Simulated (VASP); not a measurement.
# K (Cmcm) in VASP: notebook

The runs below take K through single point, with LDA.

All numbers are computed with VASP 6.6.1; they aren't measurements. Logs are shortened: lines on timing, memory, paths and dates and some standing lists are left out, and cuts for length are marked.

## Step 1: The cell of the first run

It takes space group Cmcm (No. 63, orthorhombic). Conventional cell: a = 4.762 Å, b = 8.249 Å, c = 7.830 Å, α = 90.00°, β = 90.00°, γ = 90.00°.

## Step 2: Single point, LDA

Contents of INCAR:

```
SYSTEM = K
PREC = Accurate ; ENCUT = 520
EDIFF = 1E-7 ; ISMEAR = -1
SIGMA = 0.1 ; LREAL = .False.
LASPH = .True. ; NELM = 100
ALGO = Normal ; ISIF = 2
LWAVE = .False. ; LCHARG = .False.
GGA = CA ; NBANDS = 16
```

Contents of KPOINTS:

```
regular mesh
0
Gamma
  5 5 3
  0 0 0
```

Contents of POSCAR:

```
K
1.0
    4.7624000000      0.0000000000      0.0000000000
   -2.3812000000      4.1243600000      0.0000000000
    0.0000000000      0.0000000000      7.8299700000
K
2
Direct
    0.3333333333      0.6666666667      0.2500000000
    0.6678789760      0.3357579519      0.7500000000
```

Potentials or basis: VASP PAW LDA potentials, release 64 (K_sv).

Launch:

```
$ cat potpaw_LDA.64/K_sv/POTCAR > POTCAR
$ mpirun -np 1 vasp_std > vasp.out
```

OUTCAR:

```text
SYSTEM = K
   PREC = Accurate
   ENCUT = 520
   EDIFF = 1E-7
   ISMEAR = -1
   LREAL = .False.
   LASPH = .True.
   NELM = 100
   ISIF = 2
   GGA = CA

 ion  position               nearest neighbor table
   1  0.333  0.667  0.250-
   2  0.668  0.336  0.750-

  LATTYP: Found a hexagonal cell.
 ALAT       =     4.7624000000
 C/A-ratio  =     1.6441227112

  Lattice vectors:

 A1 = (   4.7624000000,   0.0000000000,   0.0000000000)
 A2 = (  -2.3812000000,   4.1243600000,   0.0000000000)
 A3 = (   0.0000000000,   0.0000000000,   7.8299700000)

Analysis of symmetry for initial positions (statically):
=====================================================================
 Subroutine PRICEL returns:
 Original cell was already a primitive cell.

 Routine SETGRP: Setting up the symmetry group for a
 hexagonal supercell.

 Subroutine GETGRP returns: Found  8 space group operations
 (whereof  2 operations were pure point group operations)
 out of a pool of 24 trial point group operations.

The static configuration has the point symmetry C_1h.
 The point group associated with its full space group is D_2h.

Analysis of symmetry for dynamics (positions and initial velocities):
=====================================================================
 Subroutine PRICEL returns:
 Original cell was already a primitive cell.

 Routine SETGRP: Setting up the symmetry group for a
 hexagonal supercell.

 Subroutine GETGRP returns: Found  8 space group operations
 (whereof  2 operations were pure point group operations)
 out of a pool of 24 trial point group operations.

The dynamic configuration has the point symmetry C_1h.
 The point group associated with its full space group is D_2h.

 Subroutine INISYM returns: Found  8 space group operations
 (whereof  2 operations are pure point group operations),
 and found     1 'primitive' translations

----------------------------------------------------------------------------------------

                                     Primitive cell

  volume of cell :     153.7951

  direct lattice vectors                    reciprocal lattice vectors
     4.762400000  0.000000000  0.000000000     0.209978162  0.121230930  0.000000000
    -2.381200000  4.124360000  0.000000000     0.000000000  0.242461861  0.000000000
     0.000000000  0.000000000  7.829970000     0.000000000  0.000000000  0.127714410

  length of vectors
[... 71 lines left out ...]
   LSORBIT =      F    spin-orbit coupling
   LASPH  =      T    aspherical Exc in radial PAW
   ENCUT  =  520.0 eV  38.22 Ry    6.18 a.u.   8.85  8.85 14.56*2*pi/ulx,y,z
   NELM   =    100;   NELMIN=  2; NELMDL= -5     # of ELM steps
   EDIFF  = 0.1E-06   stopping-criterion for ELM
   LREAL  =      F    real-space projection
   EDIFFG = 0.1E-05   stopping-criterion for IOM
   NSW    =      0    number of steps for IOM
   IBRION =     -1    ionic relax: 0-MD 1-quasi-New 2-CG
   NFREE  =      0    steps in history (QN), initial steepest desc. (CG)
   ISIF   =      2    stress and relaxation
   ISYM   =      2    0-nonsym 1-usesym 2-fastsym
   POTIM  = 0.5000    time-step for ionic-motion
   TEBEG  =    0.0;   TEEND  =   0.0 temperature during run
   PSTRESS=    0.0 pullay stress
   NELECT =      18.0000    total number of electrons
   NUPDOWN=      -1.0000    fix difference up-down
   EMIN   =  10.00;   EMAX   =-10.00  energy-range for DOS
   EFERMI =   0.00;   METHOD = LEGACY
   ISMEAR =    -1;   SIGMA  =   0.10  broadening in eV -4-tet -1-fermi 0-gaus
   EFERMI_NEDOS =   21; number of points for ismear=-14 and -15
   IALGO  =     38    algorithm
   IMIX   =      4    mixing-type and parameters
     AMIX     =   0.40;   BMIX     =  1.00
     AMIX_MAG =   1.60;   BMIX_MAG =  1.00
  volume/ion in A,a.u.               =      76.90       518.93
  Fermi-wavevector in a.u.,A,eV,Ry     =   0.800789  1.513272  8.724915  0.641263
  Thomas-Fermi vector in A             =   1.908152
   LORBIT       =      0    0 simple, 1 ext, 2 COOP (PROOUT), +10 PAW based schemes
   GGA     = CA    functional components
   LHFCALC =     F    Hartree Fock is set to
   AEXX    =    0.0000 exact exchange contribution
   IVDW    =     0    specifies the selected vdW correction
   LEPSILON=     F    determine dielectric tensor
   LRPA    =     F    only Hartree local field effects (RPA)
 non-spin polarized calculation
  energy-cutoff  :      520.00
  volume of cell :      153.80
 maximum number of plane-waves:      4160
   NGX = 17   NGY = 17   NGZ = 29

 number of electron      18.0000001 magnetization

 Free energy of the ion-electron system (eV)
  ---------------------------------------------------
  ext. energy  EPLUGINS =         0.00000000
  ---------------------------------------------------
  free energy    TOTEN  =        -2.33734020 eV

  energy without entropy =       -2.30378864  energy(sigma->0) =       -2.32056442

 E-fermi :  -0.3400     XC(G=0):  -5.7551

 val. band max:       -0.7081491723   @ k =   0.4000   0.0000   0.3333
 cond. band min:      -0.2548056480   @ k =   0.2000   0.2000   0.3333
 fundamental gap:      0.4533435243
 Fermi energy:        -0.3400063704

 k-point     1 :       0.0000    0.0000    0.0000
  band No.  band energies     occupation
      1     -32.2447      2.00000
      2     -32.2416      2.00000
      3     -15.9857      2.00000
      4     -15.9364      2.00000
      5     -15.9362      2.00000
      6     -15.9284      2.00000
[... 319 lines left out ...]
      3     -15.9803      2.00000
      4     -15.9763      2.00000
      5     -15.9599      2.00000
      6     -15.9528      2.00000
[... 8 lines left out ...]
     15       3.1968      0.00000
     16       3.8639      0.00000

------------------------ aborting loop because EDIFF is reached ----------------------------------------

  FORCE on cell =-STRESS in cart. coord.  units (eV):
  Direction    XX          YY          ZZ          XY          YZ          ZX
  --------------------------------------------------------------------------------------
  -------------------------------------------------------------------------------------
  Total       -0.5611866     -0.5649669     -0.5917261      0.0000000      0.0000000      0.0000000
  in kB       -5.8462223     -5.8856043     -6.1643713      0.0000000      0.0000000      0.0000000
  external PRESSURE =      -5.9653993 kB  Pullay stress =       0.0000000 kB

 VOLUME and BASIS-vectors are now :
 -----------------------------------------------------------------------------
  energy-cutoff  :      520.00
  volume of cell :      153.80
      direct lattice vectors                 reciprocal lattice vectors
     4.762400000  0.000000000  0.000000000     0.209978162  0.121230930  0.000000000
    -2.381200000  4.124360000  0.000000000     0.000000000  0.242461861  0.000000000
     0.000000000  0.000000000  7.829970000     0.000000000  0.000000000  0.127714410

 POSITION                                       TOTAL-FORCE (eV/Angst)
 -----------------------------------------------------------------------------------
     -0.00000      2.74957      1.95749         0.000000      0.000605      0.000000
      2.38120      1.38479      5.87248        -0.000000     -0.000605      0.000000
 -----------------------------------------------------------------------------------
    total drift:                               -0.000000     -0.000003      0.000000

  FREE ENERGIE OF THE ION-ELECTRON SYSTEM (eV)
  ---------------------------------------------------
  free  energy   TOTEN  =        -2.3373401973 eV

  energy  without entropy=       -2.3037886434  energy(sigma->0) =       -2.32056442
```

stdout:

```text
POSCAR found type information on POSCAR K
 POSCAR found :  1 types and       2 ions
 scaLAPACK will be used
 LDA part: xc-table for (Slater(with rela. corr.)+CA(PZ))
 , standard interpolation
 POSCAR, INCAR and KPOINTS ok, starting setup
 FFT: planning ... GRIDC
 FFT: planning ... GRID_SOFT
 FFT: planning ... GRID
 WAVECAR not read
 entering main loop
```

Run time: 28 s. Hardware: 1 thread of Intel Xeon Platinum 8488C (Sapphire Rapids), shared host; peak memory 0.21 GiB.

What came out:

```
Free energy            : -2.3373 eV
Pressure               : -0.6 GPa
Band gap on the k mesh : zero (band 9 reaches 0.25 eV, above the bottom of band 10 at -1.31 eV)
```

## Step 3: Single point, LDA

Contents of INCAR:

```
SYSTEM = K
PREC = Accurate
ENCUT = 520
EDIFF = 1E-7
ISMEAR = -1
SIGMA = 0.1
LREAL = .FALSE.
LASPH = .TRUE.
NELM = 60
ALGO = Normal
ISIF = 2
LWAVE = .FALSE.
LCHARG = .FALSE.
NBANDS = 16
```

Contents of KPOINTS:

```
Automatic mesh
0
G
  5 5 3
  0 0 0
```

POSCAR, as its differences from that of step 2:

```diff
@@ -9,2 +9,2 @@
     0.3333333333      0.6666666667      0.2500000000
-    0.6678789760      0.3357579519      0.7500000000
+    0.6690912853      0.3381825705      0.7500000000
```

Potentials or basis: VASP PAW LDA potentials, release 64 (K_sv).

Launch:

```
$ cat potpaw_LDA.64/K_sv/POTCAR > POTCAR
$ mpirun -np 1 vasp_std > vasp.out
```

Wall time 25 s (1 thread of Intel Xeon Platinum 8488C (Sapphire Rapids), shared host); peak memory 0.21 GiB.

Results (log left out):

* Free energy: -2.3373 eV
* Pressure: -0.6 GPa
* Band gap on the k mesh: zero (band 9 reaches 0.25 eV, above the bottom of band 10 at -1.31 eV)

Levels at points of the mesh, in eV from the Fermi level:
```tsv
k point	band 5	band 6	band 7	band 8	band 9	band 10	band 11	band 12	band 13	band 14
(0.00, 0.00, 0.00)	-15.60	-15.59	-15.59	-15.59	-2.16	0.19	0.51	3.89	3.90	3.92
```
